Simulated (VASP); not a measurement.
# AsP2 (I4/mmm) in VASP: a series of runs, part 2 of 2

VASP 6.6.1. Earlier steps stand in the parts before.

## (3) Relaxation of cell and atoms, PBE

This run uses another cell than the first one, of 19.40 Å³/atom.

Contents of INCAR:

```
PREC     = Accurate       # precision mode
ENCUT    = 500            # plane-wave cutoff, eV
EDIFF    = 1E-7           # SCF threshold, eV
ISMEAR   = 0              # smearing method
SIGMA    = 0.1            # smearing width, eV
LREAL    = F              # projectors in reciprocal space
LASPH    = T              # aspherical terms in the spheres
NELM     = 120            # most SCF steps
ALGO     = Normal         # electronic algorithm
ISIF     = 3              # what is computed and relaxed
LWAVE    = F              # write WAVECAR
LCHARG   = F              # write CHGCAR
GGA      = PE             # functional
IBRION   = 2              # ionic algorithm
NSW      = 90             # ionic steps
EDIFFG   = -0.04          # ionic threshold
GGA_COMPAT= F            
NELMIN   = 4
```

Contents of KPOINTS:

```
regular mesh
0
Gamma
  6 6 6
```

Contents of POSCAR:

```
AsP2
1.0
   -2.0701513766      2.0701513766      3.3952611266
    2.0701513766     -2.0701513766      3.3952611266
    2.0701513766      2.0701513766     -3.3952611266
P As
2 1
Direct
    0.5930000000      0.5930000000      0.0000000000
    0.4070000000      0.4070000000      0.0000000000
    0.0000000000      0.0000000000      0.0000000000
```

Potentials or basis: VASP PAW PBE potentials, release 64 (P, As).

The run is started by

```bash
cat potpaw_PBE.64/P/POTCAR potpaw_PBE.64/As/POTCAR > POTCAR
mpirun -np 1 vasp_std > vasp.out
```

OUTCAR:

```text
PREC = Accurate
   ENCUT = 500
   EDIFF = 1E-7
   ISMEAR = 0
   LREAL = F
   LASPH = T
   NELM = 120
   ISIF = 3
   GGA = PE
   IBRION = 2
   NSW = 90
   EDIFFG = -0.04
   NELMIN = 4

 ion  position               nearest neighbor table
   1  0.593  0.593  0.000-   2 1.26   3 2.76
   2  0.407  0.407  0.000-   1 1.26   3 2.76
   3  0.000  0.000  0.000-   1 2.76   2 2.76

 -----------------------------------------------------------------------------
|                                                                             |
|           W    W    AA    RRRRR   N    N  II  N    N   GGGG   !!!           |
|           W    W   A  A   R    R  NN   N  II  NN   N  G    G  !!!           |
|           W    W  A    A  R    R  N N  N  II  N N  N  G       !!!           |
|           W WW W  AAAAAA  RRRRR   N  N N  II  N  N N  G  GGG   !            |
|           WW  WW  A    A  R   R   N   NN  II  N   NN  G    G                |
|           W    W  A    A  R    R  N    N  II  N    N   GGGG   !!!           |
|                                                                             |
[... 1333 lines left out ...]
     10       8.2396      0.00000
     11       8.2766      0.00000

 [... further k-points ...]

[... ionic steps 4 to 38 ...]

--------------------------------------- Ionic step       39  -------------------------------------------

 number of electron      14.9999996 magnetization

------------------------ aborting loop because EDIFF is reached ----------------------------------------
[... 69 lines left out ...]
--------------------------------------- Ionic step       41  -------------------------------------------

 number of electron      14.9999998 magnetization

 Free energy of the ion-electron system (eV)
  ---------------------------------------------------
  ext. energy  EPLUGINS =         0.00000000
  ---------------------------------------------------
  free energy    TOTEN  =       -14.46649227 eV

  energy without entropy =      -14.45067424  energy(sigma->0) =      -14.45858325

 E-fermi :   6.3891     XC(G=0): -10.0738

 val. band max:        6.3854121640   @ k =  -0.1667   0.1667   0.0000
 cond. band min:       6.4060990077   @ k =   0.5000   0.0000  -0.0000
 fundamental gap:      0.0206868437
 Fermi energy:         6.3890512468
[... 366 lines left out ...]
  FREE ENERGIE OF THE ION-ELECTRON SYSTEM (eV)
  ---------------------------------------------------
  free  energy   TOTEN  =       -14.4664922661 eV

  energy  without entropy=      -14.4506742358  energy(sigma->0) =      -14.45858325

 reached required accuracy - stopping structural energy minimisation
```

CONTCAR:

```text
AsP2
   1.00000000000000
    -1.5579479296263083    1.5579479296263083    5.9164403811846871
     1.5579479296263083   -1.5579479296263083    5.9164403811846871
     1.5579479296263083    1.5579479296263083   -5.9164403811846871
  P               As
     2     1
Direct
     0.2195420861019988    0.2195420861019988    0.0000000000000000
     0.7804579138980012    0.7804579138980012    0.0000000000000000
     0.0000000000000000    0.0000000000000000    0.0000000000000000

  0.00000000E+00  0.00000000E+00  0.00000000E+00
  0.00000000E+00  0.00000000E+00  0.00000000E+00
  0.00000000E+00  0.00000000E+00  0.00000000E+00
```

Wall time 26 min (1 thread of Oxide Virtual Turin-like, shared host); peak memory 0.2 GiB.

Results:

* Free energy: -14.4665 eV
* Relaxed volume: 19.15 Å³/atom
* Relaxed cell: a = 6.313 Å, b = 6.313 Å, c = 6.313 Å, α = 151.43°, β = 151.43°, γ = 40.85°
* Space group after relaxing (to 0.1 Å): I4/mmm (No. 139)
* Pressure after relaxing: -0.3 GPa
* Largest force after relaxing: 0.020 eV/Å
* Band gap on the k mesh: zero (an odd number of electrons rules out a gap without spin polarisation)

Forces in eV/Å, atoms in the order of the input:
```
P    0.000  0.000  0.020
P    0.000  0.000 -0.020
As   0.000  0.000  0.000
```

Stress tensor (GPa, compression positive):
```
-0.31  0.00  0.00
 0.00 -0.31  0.00
 0.00  0.00 -0.20
```

Final structure:
```
P As
1.0
    -1.55795    1.55795    5.91644
     1.55795   -1.55795    5.91644
     1.55795    1.55795   -5.91644
P As
2 1
Direct
  0.21954 0.21954 0.00000
  0.78046 0.78046 0.00000
  0.00000 0.00000 0.00000
```

Caveat: a cell axis changed by over 15 % at a fixed basis, so the end point is rough; an odd number of electrons without spin polarisation forces a metal; a magnetic or distorted state may lie lower.

## (4) Single point, PBE

This run uses another cell than the first one, of 21.44 Å³/atom.

Contents of INCAR:

```
SYSTEM = AsP2
PREC = Accurate
ENCUT = 500
EDIFF = 1E-6
ISMEAR = 0
SIGMA = 0.1
LREAL = .False.
LASPH = .True.
NELM = 120
ALGO = Normal
ISIF = 2
LWAVE = .False.
LCHARG = .False.
GGA = PE
NBANDS = 14
GGA_COMPAT = .False.
```

Contents of KPOINTS:

```
regular mesh
0
Gamma
  18 18 18
  0 0 0
```

Contents of POSCAR:

```
AsP2
1.0
   -1.7651308880      1.7651308880      5.1598416714
    1.7651308880     -1.7651308880      5.1598416714
    1.7651308880      1.7651308880     -5.1598416714
P As
2 1
Direct
    0.6046795640      0.6046795640      0.0000000000
    0.3953204360      0.3953204360      0.0000000000
    0.0000000000      0.0000000000      0.0000000000
```

Potentials or basis: VASP PAW PBE potentials, release 64 (P, As).

The run is started by

```bash
cat potpaw_PBE.64/P/POTCAR potpaw_PBE.64/As/POTCAR > POTCAR
mpirun -np 1 vasp_std > vasp.out
```

OUTCAR:

```text
SYSTEM = AsP2
   PREC = Accurate
   ENCUT = 500
   EDIFF = 1E-6
   ISMEAR = 0
   LREAL = .False.
   LASPH = .True.
   NELM = 120
   ISIF = 2
   GGA = PE

 ion  position               nearest neighbor table
   1  0.605  0.605  0.000-   2 2.16   3 2.72   3 2.72   3 2.72   3 2.72
   2  0.395  0.395  0.000-   1 2.16   3 2.72   3 2.72   3 2.72   3 2.72
   3  0.000  0.000  0.000-   1 2.72   1 2.72   1 2.72   2 2.72   1 2.72   2 2.72   2 2.72   2 2.72

  LATTYP: Found a body centered tetragonal cell.
 ALAT       =     3.5302617760
 C/A-ratio  =     2.9232062656

  Lattice vectors:

[... 599 lines left out ...]

  FORCE on cell =-STRESS in cart. coord.  units (eV):
  Direction    XX          YY          ZZ          XY          YZ          ZX
  --------------------------------------------------------------------------------------
  -------------------------------------------------------------------------------------
  Total       -0.0106709     -0.0106709     -0.0975411      0.0000000      0.0000000     -0.0000000
  in kB       -0.2658646     -0.2658646     -2.4302343      0.0000000      0.0000000     -0.0000000
  external PRESSURE =      -0.9873211 kB  Pullay stress =       0.0000000 kB

 VOLUME and BASIS-vectors are now :
 -----------------------------------------------------------------------------
  energy-cutoff  :      500.00
  volume of cell :       64.31
      direct lattice vectors                 reciprocal lattice vectors
    -1.765130888  1.765130888  5.159841671     0.000000000  0.283265113  0.096902198
     1.765130888 -1.765130888  5.159841671     0.283265113  0.000000000  0.096902198
     1.765130888  1.765130888 -5.159841671     0.283265113  0.283265113  0.000000000

 POSITION                                       TOTAL-FORCE (eV/Angst)
 -----------------------------------------------------------------------------------
      0.00000      0.00000      6.24010        -0.000000     -0.000000     -0.054802
      0.00000      0.00000      4.07958         0.000000      0.000000      0.054802
      0.00000      0.00000      0.00000        -0.000000     -0.000000      0.000000
 -----------------------------------------------------------------------------------
    total drift:                                0.000000      0.000000      0.000000

  FREE ENERGIE OF THE ION-ELECTRON SYSTEM (eV)
  ---------------------------------------------------
  free  energy   TOTEN  =       -14.0040639511 eV

  energy  without entropy=      -13.9984107501  energy(sigma->0) =      -14.00123735
```

Run time: 21 min. Hardware: 1 thread of Oxide Virtual Turin-like, shared host; peak memory 0.52 GiB.

What came out:

```yaml
Free_energy: -14.0041 eV
Pressure: -0.1 GPa
Largest_force: 0.055 eV/Å
Band_gap_on_the_k_mesh: zero (an odd number of electrons rules out a gap without spin polarisation)
```

Forces on the atoms (eV/Å):
```
P    0.000  0.000 -0.055
P    0.000  0.000  0.055
As   0.000  0.000  0.000
```

Stress tensor (GPa, compression positive):
```
-0.03  0.00  0.00
 0.00 -0.03  0.00
 0.00  0.00 -0.24
```

Caveat: an odd number of electrons without spin polarisation forces a metal; a magnetic or distorted state may lie lower.

## (5) Summary

| task | cell | k mesh | gap on the mesh (eV) | pressure (GPa) | largest force (eV/Å) |
| --- | --- | --- | --- | --- | --- |
| single point | a = 5.525 Å, angles 142.5, 142.5, 54.1°, 3 atoms, atomic positions A | 6 × 6 × 6 | none | 0.0 | 0.05 |
| relaxation of cell and atoms | relaxed from a = 4.483 Å, angles 125.0, 125.0, 81.5°, 3 atoms, atomic positions B | 6 × 6 × 6 | none | -0.3 | 0.02 |
| single point | a = 5.732 Å, angles 144.1, 144.1, 51.6°, 3 atoms, atomic positions C | 18 × 18 × 18 | none | -0.1 | 0.05 |

Alike in all rows: level PBE; potentials or basis VASP PAW PBE potentials, release 64 (P, As); no spin polarisation; cutoff (eV) 500; smearing gaussian 0.1 eV.

Caveats: an odd number of electrons without spin polarisation forces a metal; a magnetic or distorted state may lie lower; a cell axis changed by over 15 % at a fixed basis, so the end point is rough (at least some runs).

Total energies depend on the potentials used, so only differences within one code and one set of settings carry meaning.

The gap in the log of VASP goes by the Fermi energy; the results here count the filled bands.